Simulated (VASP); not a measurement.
# Al (Cm) in VASP: notebook

Runs on Al. Level: PBEsol. Tasks: single point.

Program: VASP 6.6.1. These are calculated values, not measurements. Logs are shortened: lines on timing, memory, paths and dates and some standing lists are left out, and cuts for length are marked.

### Step 1. The cell of the first run

The structure is monoclinic, space group Cm (No. 8). The conventional cell has a = 9.087 Å, b = 6.425 Å, c = 6.425 Å, α = 90.00°, β = 135.00°, γ = 90.00°. Al (site symmetry m) has 5 Al at 2.06 to 2.48 Å within 2.7 Å. Al (site symmetry 1) has 7 Al at 2.16 to 2.78 Å within 2.9 Å. Al (site symmetry 1) has 13 Al at 2.48 to 3.21 Å within 3.3 Å. Al (site symmetry m) has 14 Al at 2.78 to 3.64 Å within 3.7 Å. Within 3.7 Å of Al (site symmetry m) lie 15 Al at 2.78 to 3.61 Å. Al (site symmetry m) has 1 Al at 2.06 Å within 2.7 Å.

### Step 2. Single point, PBEsol (atom 1 (Al) moved by -1.170 Å along [1 0 0] and -0.234 Å along [0 1 0])

File INCAR:

```
SYSTEM = Al
PREC     = Accurate       ! precision mode
ENCUT    = 520            ! plane-wave cutoff, eV
EDIFF    = 1E-7           ! SCF threshold, eV
ISMEAR   = 0              ! smearing method
SIGMA    = 0.15           ! smearing width, eV
LREAL    = .FALSE.        ! projectors in reciprocal space
LASPH    = .TRUE.         ! aspherical terms in the spheres
NELM     = 60             ! most SCF steps
ALGO     = Fast           ! electronic algorithm
ISIF     = 2              ! what is computed and relaxed
LWAVE    = .FALSE.        ! write WAVECAR
LCHARG   = .FALSE.        ! write CHGCAR
GGA      = PS             ! functional
NBANDS   = 22             ! bands
```

File KPOINTS:

```
Automatic mesh
0
G
  10 10 10
  0 0 0
```

File POSCAR:

```
Al
1.0
    3.2126361663      3.2126361663      3.2126361663
   -3.2126361663     -3.2126361663      3.2126361663
    3.2126361663     -3.2126361663     -3.2126361663
Al
8
Direct
   -0.1820934490      0.5364186898      0.3543252408
    0.0000000000      0.0000000000      0.5000000000
    0.0000000000      0.5000000000      0.0000000000
    0.0000000000      0.0000000000      0.0000000000
    0.5000000000      0.5000000000      0.5000000000
    0.5000000000      0.0000000000      0.5000000000
    0.5000000000      0.5000000000      0.0000000000
    0.5000000000      0.0000000000      0.0000000000
```

Potentials or basis: VASP PAW PBE potentials, release 64 (Al).

Launch:

```console
cat potpaw_PBE.64/Al/POTCAR > POTCAR
mpirun -np 1 vasp_std > vasp.out
```

OUTCAR:

```text
SYSTEM = Al
   PREC = Accurate
   ENCUT = 520
   EDIFF = 1E-7
   ISMEAR = 0
   LREAL = .FALSE.
   LASPH = .TRUE.
   NELM = 60
   ISIF = 2
   GGA = PS

 ion  position               nearest neighbor table
   1  0.818  0.536  0.354-   7 2.06   5 2.16   2 2.16   3 2.48   8 2.48   4 3.20
   2  0.000  0.000  0.500-   1 2.16   4 2.78   6 2.78   7 2.78   4 2.78   6 2.78   7 2.78   3 3.21
                             3 3.21   5 3.21   8 3.21   5 3.21   8 3.21
   3  0.000  0.500  0.000-   1 2.48   4 2.78   6 2.78   7 2.78   4 2.78   7 2.78   6 2.78   2 3.21
                             2 3.21   5 3.21   5 3.21   8 3.21   8 3.21
   4  0.000  0.000  0.000-   2 2.78   3 2.78   5 2.78   8 2.78   2 2.78   3 2.78   8 2.78   5 2.78
                             1 3.20   6 3.21   6 3.21   7 3.21   7 3.21
   5  0.500  0.500  0.500-   1 2.16   4 2.78   6 2.78   7 2.78   7 2.78   6 2.78   4 2.78   3 3.21
                             2 3.21   8 3.21   3 3.21   2 3.21   8 3.21
   6  0.500  0.000  0.500-   2 2.78   3 2.78   5 2.78   8 2.78   8 2.78   5 2.78   2 2.78   3 2.78
                             7 3.21   7 3.21   4 3.21   4 3.21
   7  0.500  0.500  0.000-   1 2.06   2 2.78   3 2.78   5 2.78   8 2.78   5 2.78   8 2.78   3 2.78
                             2 2.78   6 3.21   6 3.21   4 3.21   4 3.21
   8  0.500  0.000  0.000-   1 2.48   4 2.78   6 2.78   7 2.78   6 2.78   7 2.78   4 2.78   5 3.21
                             3 3.21   5 3.21   2 3.21   2 3.21   3 3.21

  LATTYP: Found a body centered cubic cell.
 ALAT       =     6.4252723326

  Lattice vectors:

 A1 = (   3.2126361663,   3.2126361663,   3.2126361663)
 A2 = (  -3.2126361663,  -3.2126361663,   3.2126361663)
 A3 = (   3.2126361663,  -3.2126361663,  -3.2126361663)

Analysis of symmetry for initial positions (statically):
=====================================================================
 Subroutine PRICEL returns:
 Original cell was already a primitive cell.

 Routine SETGRP: Setting up the symmetry group for a
 body centered cubic supercell.

 Subroutine GETGRP returns: Found  2 space group operations
 (whereof  2 operations were pure point group operations)
 out of a pool of 48 trial point group operations.

The static configuration has the point symmetry C_1h.

Analysis of symmetry for dynamics (positions and initial velocities):
=====================================================================
 Subroutine PRICEL returns:
 Original cell was already a primitive cell.

 Routine SETGRP: Setting up the symmetry group for a
 body centered cubic supercell.

 Subroutine GETGRP returns: Found  2 space group operations
 (whereof  2 operations were pure point group operations)
 out of a pool of 48 trial point group operations.

The dynamic configuration has the point symmetry C_1h.
[... 117 lines left out ...]
   ISIF   =      2    stress and relaxation
   ISYM   =      2    0-nonsym 1-usesym 2-fastsym
   POTIM  = 0.5000    time-step for ionic-motion
   TEBEG  =    0.0;   TEEND  =   0.0 temperature during run
   PSTRESS=    0.0 pullay stress
   NELECT =      24.0000    total number of electrons
   NUPDOWN=      -1.0000    fix difference up-down
   EMIN   =  10.00;   EMAX   =-10.00  energy-range for DOS
   EFERMI =   0.00;   METHOD = LEGACY
   ISMEAR =     0;   SIGMA  =   0.15  broadening in eV -4-tet -1-fermi 0-gaus
   EFERMI_NEDOS =   21; number of points for ismear=-14 and -15
   IALGO  =     68    algorithm
   IMIX   =      4    mixing-type and parameters
     AMIX     =   0.40;   BMIX     =  1.00
     AMIX_MAG =   1.60;   BMIX_MAG =  1.00
  volume/ion in A,a.u.               =      16.58       111.88
  Fermi-wavevector in a.u.,A,eV,Ry     =   0.925970  1.749830 11.665920  0.857421
  Thomas-Fermi vector in A             =   2.051882
   LORBIT       =      0    0 simple, 1 ext, 2 COOP (PROOUT), +10 PAW based schemes
   GGA     = PS    functional components
   LHFCALC =     F    Hartree Fock is set to
   AEXX    =    0.0000 exact exchange contribution
   IVDW    =     0    specifies the selected vdW correction
   LEPSILON=     F    determine dielectric tensor
   LRPA    =     F    only Hartree local field effects (RPA)
 non-spin polarized calculation
 RMM-DIIS sequential band-by-band and
 Gauss-broadening in eV      SIGMA  =   0.15
  energy-cutoff  :      520.00
  volume of cell :      132.63
 maximum number of plane-waves:      3593
 NGX is ok and might be reduce to    42
   NGX = 21   NGY = 21   NGZ = 21

 number of electron      23.9999999 magnetization

 Free energy of the ion-electron system (eV)
  ---------------------------------------------------
  ext. energy  EPLUGINS =         0.00000000
  ---------------------------------------------------
  free energy    TOTEN  =       -27.85096763 eV

  energy without entropy =      -27.81662095  energy(sigma->0) =      -27.83379429

 E-fermi :   7.7537     XC(G=0): -10.1694

 val. band max:        7.7485919961   @ k =   0.2000   0.3000   0.2000
 cond. band min:       7.7543397240   @ k =   0.1000   0.1000  -0.1000
 fundamental gap:      0.0057477279
 Fermi energy:         7.7537461711

 k-point     1 :       0.0000    0.0000    0.0000
  band No.  band energies     occupation
      1      -3.4965      2.00000
      2       2.0198      2.00000
      3       2.6365      2.00000
      4       2.6516      2.00000
      5       3.3724      2.00000
      6       3.5440      2.00000
[... 589 lines left out ...]
     21      13.6833      0.00000
     22      13.9908      0.00000

 [... further k-points ...]
[... 5 lines left out ...]
  --------------------------------------------------------------------------------------
  -------------------------------------------------------------------------------------
  Total       12.3633368      9.2851350     11.4203452      0.6428750      0.0000000      0.0000000
  in kB      149.3487732    112.1641791    137.9574606      7.7659129      0.0000000      0.0000000
  external PRESSURE =     133.1568043 kB  Pullay stress =       0.0000000 kB

 VOLUME and BASIS-vectors are now :
 -----------------------------------------------------------------------------
  energy-cutoff  :      520.00
  volume of cell :      132.63
      direct lattice vectors                 reciprocal lattice vectors
     3.212636166  3.212636166  3.212636166     0.155635427  0.000000000  0.155635427
    -3.212636166 -3.212636166  3.212636166     0.000000000 -0.155635427  0.155635427
     3.212636166 -3.212636166 -3.212636166     0.155635427 -0.155635427  0.000000000

 POSITION                                       TOTAL-FORCE (eV/Angst)
 -----------------------------------------------------------------------------------
      2.04264     -0.23400      3.21264         9.000934      3.314090      0.000000
      1.60632     -1.60632     -1.60632        -1.042714     -2.947817      3.467745
     -1.60632     -1.60632      1.60632        -0.228964      0.923033      0.775962
      0.00000      0.00000      0.00000        -0.124382      0.075856      0.000000
      1.60632     -1.60632      1.60632        -1.042714     -2.947817     -3.467745
      3.21264      0.00000      0.00000        -0.099015      0.004295      0.000000
      0.00000      0.00000      3.21264        -6.234180      0.655326      0.000000
      1.60632      1.60632      1.60632        -0.228964      0.923033     -0.775962
 -----------------------------------------------------------------------------------
    total drift:                                0.000001     -0.000007     -0.000000

  FREE ENERGIE OF THE ION-ELECTRON SYSTEM (eV)
  ---------------------------------------------------
  free  energy   TOTEN  =       -27.8509676333 eV

  energy  without entropy=      -27.8166209474  energy(sigma->0) =      -27.83379429
```

stdout:

```text
POSCAR found type information on POSCAR Al
 POSCAR found :  1 types and       8 ions
 scaLAPACK will be used
 -----------------------------------------------------------------------------
|                                                                             |
|                                                                             |
|     You enforced a specific xc type in the INCAR file but a different       |
|     I HOPE YOU KNOW WHAT YOU ARE DOING!                                     |
|                                                                             |
 -----------------------------------------------------------------------------

 LDA part: xc-table for (Slater+PW92), standard interpolation
 POSCAR, INCAR and KPOINTS ok, starting setup
 FFT: planning ... GRIDC
 FFT: planning ... GRID_SOFT
 FFT: planning ... GRID
 WAVECAR not read
 entering main loop
```

Run time: 15 min. Hardware: 1 thread of AMD EPYC 9R45 (Zen 5), shared host; peak memory 0.62 GiB.

What came out:

```yaml
Free_energy: -27.8510 eV
Pressure: 13.3 GPa
Largest_force: 9.592 eV/Å
Band_gap_on_the_k_mesh: zero (band 12 reaches 8.89 eV, above the bottom of band 13 at 5.61 eV)
```

Forces in eV/Å, atoms in the order of the input:
```
Al   9.001  3.314  0.000
Al  -1.043 -2.948  3.468
Al  -0.229  0.923  0.776
Al  -0.124  0.076  0.000
Al  -1.043 -2.948 -3.468
Al  -0.099  0.004  0.000
Al  -6.234  0.655  0.000
Al  -0.229  0.923 -0.776
```

Levels at points of the mesh, in eV from the Fermi level:
| k point | band 8 | band 9 | band 10 | band 11 | band 12 | band 13 | band 14 | band 15 | band 16 | band 17 |
| --- | --- | --- | --- | --- | --- | --- | --- | --- | --- | --- |
| (0.00, 0.00, 0.00) | -3.80 | -3.76 | -3.71 | -3.25 | -3.24 | -2.14 | 1.76 | 1.81 | 2.25 | 2.86 |
| (0.50, 0.00, 0.00) | -2.83 | -2.02 | -1.55 | 0.07 | 0.12 | 0.61 | 0.94 | 1.04 | 1.63 | 1.75 |
| (0.00, 0.50, 0.00) | -2.59 | -2.37 | -1.86 | -0.22 | 0.48 | 0.66 | 0.97 | 1.09 | 1.45 | 1.48 |
| (0.00, 0.00, 0.50) | -2.69 | -2.08 | -1.65 | -0.05 | 0.02 | 0.70 | 0.78 | 1.11 | 1.67 | 1.82 |
| (0.50, 0.50, 0.00) | -2.83 | -1.96 | -1.49 | 0.16 | 0.35 | 0.62 | 0.85 | 1.06 | 1.59 | 1.74 |
| (0.50, 0.50, 0.50) | -1.60 | -1.11 | -0.72 | -0.50 | -0.41 | -0.07 | 0.45 | 3.65 | 3.73 | 4.62 |

Caveat: the cell differs from its parent crystal (atom 1 (Al) moved by -1.170 Å along [1 0 0] and -0.234 Å along [0 1 0]); the PAW data sets were made with another functional, which shifts forces and pressure a little.

### Step 3. Single point, PBEsol (atom 1 (Al) moved by -0.468 Å along [1 0 0] and -0.234 Å along [0 1 0])

File INCAR:

```
PREC = Accurate ; ENCUT = 520
EDIFF = 1E-6 ; ISMEAR = 0
SIGMA = 0.15 ; LREAL = False
LASPH = True ; NELM = 60
ALGO = Fast ; ISIF = 2
LWAVE = False ; LCHARG = True
GGA = PS ; LELF = True
LVHAR = True ; NBANDS = 22
```

File KPOINTS:

```
regular mesh
0
Gamma
  10 10 10
```

Changes to POSCAR since step 2:

```diff
@@ -8,3 +8,3 @@
 Direct
-   -0.1820934490      0.5364186898      0.3543252408
+   -0.0728373796      0.5364186898      0.4635813102
     0.0000000000      0.0000000000      0.5000000000
```

Potentials or basis: VASP PAW PBE potentials, release 64 (Al).

Launch:

```console
cat potpaw_PBE.64/Al/POTCAR > POTCAR
mpirun -np 1 vasp_std > vasp.out
```

Run time: 20 min. Hardware: 1 thread of Oxide Virtual Turin-like, shared host; peak memory 0.61 GiB.

Results (log left out):

```
Free energy            : -31.3063 eV
Pressure               : 2.5 GPa
Largest force          : 2.838 eV/Å
Band gap on the k mesh : zero (band 12 reaches 9.04 eV, above the bottom of band 13 at 4.76 eV)
```

Forces in eV/Å, atoms in the order of the input:
```
Al   2.351  1.589  0.000
Al  -0.920 -1.118  1.327
Al  -0.088  0.346  0.258
Al  -0.042 -0.015  0.000
Al  -0.920 -1.118 -1.327
Al  -0.037 -0.012  0.000
Al  -0.255 -0.016  0.000
Al  -0.088  0.346 -0.258
```

Stress tensor (GPa, compression positive):
```
1.66 1.98 0.00
1.98 2.56 0.00
0.00 0.00 3.41
```

Levels at points of the mesh, in eV from the Fermi level:
| k point | band 8 | band 9 | band 10 | band 11 | band 12 | band 13 | band 14 | band 15 | band 16 | band 17 |
| --- | --- | --- | --- | --- | --- | --- | --- | --- | --- | --- |
| (0.00, 0.00, 0.00) | -3.84 | -3.81 | -3.81 | -3.65 | -3.62 | -3.12 | 1.82 | 1.87 | 1.98 | 2.93 |
| (0.50, 0.00, 0.00) | -2.50 | -2.27 | -1.91 | 0.28 | 0.56 | 0.74 | 0.93 | 1.15 | 1.25 | 1.51 |
| (0.00, 0.50, 0.00) | -2.55 | -2.24 | -2.01 | 0.18 | 0.60 | 0.77 | 1.01 | 1.17 | 1.29 | 1.38 |
| (0.00, 0.00, 0.50) | -2.52 | -2.22 | -2.01 | 0.25 | 0.43 | 0.93 | 0.93 | 1.00 | 1.19 | 1.64 |
| (0.50, 0.50, 0.00) | -2.47 | -2.28 | -1.82 | 0.50 | 0.56 | 0.69 | 0.79 | 1.30 | 1.31 | 1.46 |
| (0.50, 0.50, 0.50) | -1.29 | -1.04 | -0.96 | -0.69 | -0.65 | 0.27 | 0.43 | 4.24 | 4.36 | 4.81 |

Caveat: the cell differs from its parent crystal (atom 1 (Al) moved by -0.468 Å along [1 0 0] and -0.234 Å along [0 1 0]); the PAW data sets were made with another functional, which shifts forces and pressure a little.

### Step 4. Single point, PBEsol (atom 1 (Al) moved by -1.170 Å along [1 0 0] and -0.936 Å along [0 1 0])

File INCAR:

```
ALGO = Fast ; EDIFF = 1E-7
ENCUT = 520 ; GGA = PS
ISIF = 2 ; ISMEAR = 0
LASPH = T ; LCHARG = F
LREAL = F ; LWAVE = F
NBANDS = 22 ; NELM = 80
PREC = Accurate ; SIGMA = 0.15
```

File KPOINTS:

```
k-points
0
Gamma
  10 10 10
```

Changes to POSCAR since step 3:

```diff
@@ -8,3 +8,3 @@
 Direct
-   -0.0728373796      0.5364186898      0.4635813102
+   -0.1820934490      0.6456747592      0.4635813102
     0.0000000000      0.0000000000      0.5000000000
```

Launch:

```console
cat potpaw_PBE.64/Al/POTCAR > POTCAR
mpirun -np 1 vasp_std > vasp.out
```

Run time: 27 min. Hardware: 1 thread of Oxide Virtual Turin-like, shared host; peak memory 0.62 GiB.

Results (log left out):

| Quantity | Value |
| --- | --- |
| Free energy | -22.4114 eV |
| Pressure | 23.5 GPa |
| Largest force | 15.577 eV/Å |
| Band gap on the k mesh | zero (band 12 reaches 8.79 eV, above the bottom of band 13 at 6.07 eV) |

Forces in eV/Å, atoms in the order of the input:
```
Al   10.265  10.900   0.000
Al   -3.907  -5.860  13.894
Al    0.027   0.059  -0.004
Al    0.056  -0.413   0.000
Al   -3.907  -5.860 -13.894
Al    0.073   0.103   0.000
Al   -2.632   1.011   0.000
Al    0.027   0.059   0.004
```

Stress tensor (GPa, compression positive):
```
 8.99  3.13  0.00
 3.13  9.72  0.00
 0.00  0.00 51.77
```

Levels at points of the mesh, in eV from the Fermi level:
| k point | band 8 | band 9 | band 10 | band 11 | band 12 | band 13 | band 14 | band 15 | band 16 | band 17 |
| --- | --- | --- | --- | --- | --- | --- | --- | --- | --- | --- |
| (0.00, 0.00, 0.00) | -3.83 | -3.54 | -3.49 | -3.27 | -3.22 | -1.64 | 1.66 | 2.07 | 2.20 | 2.90 |
| (0.50, 0.00, 0.00) | -2.82 | -2.10 | -1.53 | -0.19 | 0.11 | 0.58 | 0.83 | 1.21 | 1.47 | 1.80 |
| (0.00, 0.50, 0.00) | -2.71 | -2.15 | -1.65 | -0.27 | 0.25 | 0.60 | 0.84 | 1.13 | 1.41 | 1.73 |
| (0.00, 0.00, 0.50) | -2.44 | -2.27 | -1.73 | -0.43 | -0.12 | 0.22 | 0.94 | 1.38 | 1.81 | 1.85 |
| (0.50, 0.50, 0.00) | -2.63 | -1.76 | -1.53 | 0.34 | 0.66 | 0.72 | 0.85 | 0.99 | 1.41 | 1.58 |
| (0.50, 0.50, 0.50) | -1.43 | -1.39 | -1.06 | -0.71 | -0.40 | -0.17 | 0.99 | 3.50 | 3.78 | 4.23 |

Caveat: the cell differs from its parent crystal (atom 1 (Al) moved by -1.170 Å along [1 0 0] and -0.936 Å along [0 1 0]); the PAW data sets were made with another functional, which shifts forces and pressure a little.
